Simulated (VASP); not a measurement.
# BiTe: single point with r2SCAN

Crystal: BiTe.

```
CELL_PARAMETERS angstrom
0.00000 3.23500 3.23500
3.23500 0.00000 3.23500
3.23500 3.23500 0.00000
ATOMIC_POSITIONS crystal
Bi 0.99227 0.00773 0.00773
Te 0.50000 0.50000 0.50000
```

This cell differs from its parent crystal: all Bi atoms moved +0.050 Å, as atom 1 along Cartesian [1 0 0].

```yaml
Program: VASP 6.6.1
Task: single point
Functional: r2SCAN
Potentials_or_basis: VASP PAW PBE potentials, release 64 (Bi_d, Te)
Cutoff: 520 eV
k_mesh: 14 × 14 × 14
Occupations: gaussian, width 0.15 eV
Spin: no spin polarisation
Dipole_correction: no
Further_INCAR_settings: ALGO = Normal; EDIFF = 1e-06; NBANDS = 18
```

| Item | Value |
| --- | --- |
| Pressure | 0.0 GPa |
| Largest force | 0.127 eV/Å |
| Band gap on the k mesh | zero (an odd number of electrons rules out a gap without spin polarisation) |

Forces in eV/Å, atoms in the order of the input:
```
Bi  -0.127  0.000  0.000
Te   0.127  0.000  0.000
```

Levels at points of the mesh, in eV from the Fermi level:
```
           k point  band 8  band 9  band 10  band 11  band 12  band 13
(0.00, 0.00, 0.00)   -2.84   -2.83    -2.83     2.20     2.20     2.22
(0.50, 0.00, 0.00)   -2.16   -2.14    -1.68    -0.72    -0.72    -0.69
(0.50, 0.50, 0.00)   -5.99   -4.33    -4.32     2.45     3.74     3.77
(0.00, 0.50, 0.50)   -5.99   -4.33    -4.33     2.48     3.74     3.74
```

Wall time 29 min on 1 thread of Oxide Virtual Turin-like Processor, on a shared host, peak memory 0.41 GiB.

Caveat: the cell differs from its parent crystal (all Bi atoms moved +0.050 Å, as atom 1 along Cartesian [1 0 0]); the PAW data sets were made with another functional, which shifts forces and pressure a little; spin-orbit coupling is left out, which moves the levels of the heavy elements.
